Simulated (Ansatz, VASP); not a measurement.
Re in VASP and in Ansatz

```xyz
1
Lattice="0.0000 1.9827 1.9827 1.9827 0.0000 1.9827 1.9827 1.9827 0.0000" Properties=species:S:1:pos:R:3 pbc="T T T"
Re    0.0000    0.0000    0.0000
```

Alike in both runs: task single point; functional BLYP; k mesh 15 × 15 × 15; occupations fermi-dirac, width 0.1 eV; no spin polarisation.

```csv
,VASP,Ansatz
version,VASP 6.6.1,Ansatz 0.2.0
potentials or method,"VASP PAW PBE potentials, release 64 (Re_sv_GW), cutoff 560 eV","plane waves (420 eV) with PAW, scalar-relativistic"
valence electrons in the cell,15,15
```

|  | VASP | Ansatz | Ansatz less VASP |
| --- | --- | --- | --- |
| pressure (GPa) | 0.1 | 0.1 | -0.03 |

VASP's potentials were made for PBE, not for BLYP. With one functional, cell and mesh, what is left measures potentials, basis and numerics.

Spin-orbit coupling is off throughout.
